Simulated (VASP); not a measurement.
# Ag (Pm-3n) in VASP: further runs, part 2 of 2

VASP 6.6.1. The steps go on from the part before.

### 4 Relaxation of cell and atoms, BLYP

This run uses another cell than the first one, of 17.06 Å³/atom.

Contents of INCAR:

```
SYSTEM = Ag
AGGAC = 1.0
AGGAX = 1.0
ALDAC = 0.0
ALDAX = 1.0
ALGO = Normal
EDIFF = 1E-7
EDIFFG = -0.01
ENCUT = 600
GGA = B5
IBRION = 2
ISIF = 3
ISMEAR = -1
LASPH = .TRUE.
LCHARG = .FALSE.
LREAL = .FALSE.
LWAVE = .FALSE.
NELM = 100
NSW = 80
PREC = Accurate
SIGMA = 0.1
```

Contents of KPOINTS:

```
k-points
0
G
  5 5 5
  0 0 0
```

Contents of POSCAR:

```
Ag
1.0
    5.1482893941      0.0000000000      0.0000000000
    0.0000000000      5.1482893941      0.0000000000
    0.0000000000      0.0000000000      5.1482893941
Ag
8
Direct
    0.0000000000      0.0000000000      0.0000000000
    0.5000000000      0.5000000000      0.5000000000
    0.2500000000      0.0000000000      0.5000000000
    0.7500000000      0.0000000000      0.5000000000
    0.5000000000      0.2500000000      0.0000000000
    0.5000000000      0.7500000000      0.0000000000
    0.0000000000      0.5000000000      0.2500000000
    0.0000000000      0.5000000000      0.7500000000
```

Potentials or basis: VASP PAW PBE potentials, release 64 (Ag).

Run with:

```console
$ cat potpaw_PBE.64/Ag/POTCAR > POTCAR
$ mpirun -np 1 vasp_std > vasp.out
```

OUTCAR:

```text
SYSTEM = Ag
   EDIFF = 1E-7
   EDIFFG = -0.01
   ENCUT = 600
   GGA = B5
   IBRION = 2
   ISIF = 3
   ISMEAR = -1
   LASPH = .TRUE.
   LREAL = .FALSE.
   NELM = 100
   NSW = 80
   PREC = Accurate

 ion  position               nearest neighbor table
   1  0.000  0.000  0.000-   3 2.88   4 2.88   5 2.88   6 2.88   7 2.88   8 2.88   3 2.88   4 2.88
                             7 2.88   8 2.88   5 2.88   6 2.88
   2  0.500  0.500  0.500-   3 2.88   4 2.88   5 2.88   6 2.88   7 2.88   8 2.88   5 2.88   6 2.88
                             3 2.88   4 2.88   7 2.88   8 2.88
   3  0.250  0.000  0.500-   4 2.57   4 2.57   1 2.88   1 2.88   2 2.88   2 2.88   8 3.15   5 3.15
                             5 3.15   6 3.15   6 3.15   7 3.15   8 3.15   7 3.15
   4  0.750  0.000  0.500-   3 2.57   3 2.57   1 2.88   1 2.88   2 2.88   2 2.88   8 3.15   5 3.15
                             5 3.15   6 3.15   6 3.15   7 3.15   8 3.15   7 3.15
[... 200 lines left out ...]
  Total       13.3978285     13.3978285     13.3978285      0.0000000      0.0000000     -0.0000000
  in kB      157.3099320    157.3099320    157.3099320      0.0000000      0.0000000     -0.0000000
  external PRESSURE =     157.3099320 kB  Pullay stress =       0.0000000 kB
[... 155 lines left out ...]
--------------------------------------- Ionic step        5  -------------------------------------------

 number of electron      88.0000014 magnetization

 Free energy of the ion-electron system (eV)
  ---------------------------------------------------
  ext. energy  EPLUGINS =         0.00000000
  ---------------------------------------------------
  free energy    TOTEN  =       -16.24160991 eV

  energy without entropy =      -16.17126287  energy(sigma->0) =      -16.20643639

 E-fermi :   7.1475     XC(G=0): -10.7399

 val. band max:        7.0762020371   @ k =   0.0000   0.0000   0.0000
 cond. band min:       7.1832758072   @ k =   0.4000   0.2000   0.0000
 fundamental gap:      0.1070737701
 Fermi energy:         7.1475124911

 k-point     1 :       0.0000    0.0000    0.0000
  band No.  band energies     occupation
      1       0.2503      2.00000
      2       1.1170      2.00000
      3       1.1170      2.00000
      4       1.5526      2.00000
      5       1.7260      2.00000
      6       1.7260      2.00000
[... 574 lines left out ...]
  FREE ENERGIE OF THE ION-ELECTRON SYSTEM (eV)
  ---------------------------------------------------
  free  energy   TOTEN  =       -16.2416099067 eV

  energy  without entropy=      -16.1712628663  energy(sigma->0) =      -16.20643639

 reached required accuracy - stopping structural energy minimisation
```

OSZICAR:

```text
N       E                     dE             d eps       ncg     rms          rms(c)
DAV:   1     0.699836623434E+03    0.69984E+03   -0.49717E+04  1040   0.189E+03
DAV:   2     0.301851776316E+01   -0.69682E+03   -0.67199E+03  1064   0.416E+02
DAV:   3    -0.171352906089E+02   -0.20154E+02   -0.19938E+02  1112   0.764E+01
DAV:   4    -0.173007687084E+02   -0.16548E+00   -0.16532E+00  1128   0.659E+00
[... 46 lines left out ...]
DAV:   2    -0.162416812755E+02    0.41784E-02   -0.15456E-02  1040   0.768E-01    0.121E-01
DAV:   3    -0.162416194770E+02    0.61799E-04   -0.26295E-04  1056   0.721E-02    0.844E-02
DAV:   4    -0.162416110535E+02    0.84236E-05   -0.44500E-05  1048   0.317E-02    0.782E-03
DAV:   5    -0.162416098535E+02    0.12000E-05   -0.62791E-06  1104   0.151E-02    0.145E-03
DAV:   6    -0.162416099067E+02   -0.53218E-07   -0.16951E-07   692   0.217E-03
   5 F= -.16241610E+02 E0= -.16206436E+02  d E =-.709848E-04
```

CONTCAR:

```text
Ag
   1.00000000000000
     5.4233186632559107   -0.0000000000000000   -0.0000000000000000
    -0.0000000000000000    5.4233186632559107   -0.0000000000000000
     0.0000000000000000   -0.0000000000000000    5.4233186632559107
  Ag
     8
Direct
     0.0000000000000000    0.0000000000000000    1.0000000000000000
     0.5000000000000000    0.5000000000000000    0.5000000000000000
     0.2500000000000000    1.0000000000000000    0.5000000000000000
     0.7500000000000000    0.0000000000000000    0.5000000000000000
     0.5000000000000000    0.2500000000000000    0.0000000000000000
     0.5000000000000000    0.7500000000000000    0.0000000000000000
     0.0000000000000000    0.5000000000000000    0.2500000000000000
     1.0000000000000000    0.5000000000000000    0.7500000000000000

  0.00000000E+00  0.00000000E+00  0.00000000E+00
  0.00000000E+00  0.00000000E+00  0.00000000E+00
  0.00000000E+00  0.00000000E+00  0.00000000E+00
  0.00000000E+00  0.00000000E+00  0.00000000E+00
  0.00000000E+00  0.00000000E+00  0.00000000E+00
  0.00000000E+00  0.00000000E+00  0.00000000E+00
  0.00000000E+00  0.00000000E+00  0.00000000E+00
  0.00000000E+00  0.00000000E+00  0.00000000E+00
```

It took 7.1 min on 1 thread of Intel Xeon Platinum 8488C (Sapphire Rapids), shared host; peak memory 0.29 GiB.

Results:

```yaml
Free_energy: -16.2416 eV
Relaxed_volume: 19.94 Å³/atom
Relaxed_cell: a = 5.423 Å, b = 5.423 Å, c = 5.423 Å, α = 90.00°, β = 90.00°, γ = 90.00°
Space_group_after_relaxing_to_0.1_Å: Pm-3n (No. 223)
Energy_gained_by_relaxing: 118.9 meV/atom
Ionic_steps: 5
Pressure_after_relaxing: 0.0 GPa
Band_gap_on_the_k_mesh: zero (bands 44 and 45 overlap by 1.53 eV)
```

Step by step:
```tsv
step	energy change (eV)	largest force (eV/Å)	pressure (GPa)	volume (Å³)
1	0.0000	0.0000	15.73	136.45
2	-0.7830	0.0000	-3.90	172.27
3	-0.9515	0.0000	0.09	159.32
4	-0.9515	0.0000	-0.11	159.80
5	-0.9515	0.0000	0.01	159.51
```

Final structure:
```xyz
8
Lattice="5.4233 0.0000 0.0000 0.0000 5.4233 0.0000 0.0000 0.0000 5.4233" Properties=species:S:1:pos:R:3 pbc="T T T"
Ag    0.0000    0.0000    5.4233
Ag    2.7117    2.7117    2.7117
Ag    1.3558    5.4233    2.7117
Ag    4.0675    0.0000    2.7117
Ag    2.7117    1.3558    0.0000
Ag    2.7117    4.0675    0.0000
Ag    0.0000    2.7117    1.3558
Ag    5.4233    2.7117    4.0675
```

Levels at points of the mesh, in eV from the Fermi level:
```
           k point  band 40  band 41  band 42  band 43  band 44  band 45  band 46  band 47  band 48  band 49
(0.00, 0.00, 0.00)    -3.19    -3.19    -0.07    -0.07    -0.07     0.61     0.61     0.65     4.94     4.94
```

Caveat: the volume moved by over 15 % at a fixed basis, so the end points are rough; the PAW data sets were made with another functional, which shifts forces and pressure a little.

### 5 Summary

```tsv
task	cell	k mesh	cutoff (eV)	gap on the mesh (eV)	pressure (GPa)
single point	a = 5.422 Å, 8 atoms	5 × 5 × 5	520	none	0.1
single point	a = 5.422 Å, 8 atoms	6 × 6 × 6	520	none	0.2
relaxation of cell and atoms	relaxed from a = 5.148 Å, 8 atoms	5 × 5 × 5	600	none	0.0
```

Alike in all rows: level BLYP; potentials or basis VASP PAW PBE potentials, release 64 (Ag); no spin polarisation; smearing fermi-dirac 0.1 eV.

Caveats: the PAW data sets were made with another functional, which shifts forces and pressure a little; the volume moved by over 15 % at a fixed basis, so the end points are rough (at least some runs).

Absolute energies hang on the potentials; compare differences alone.
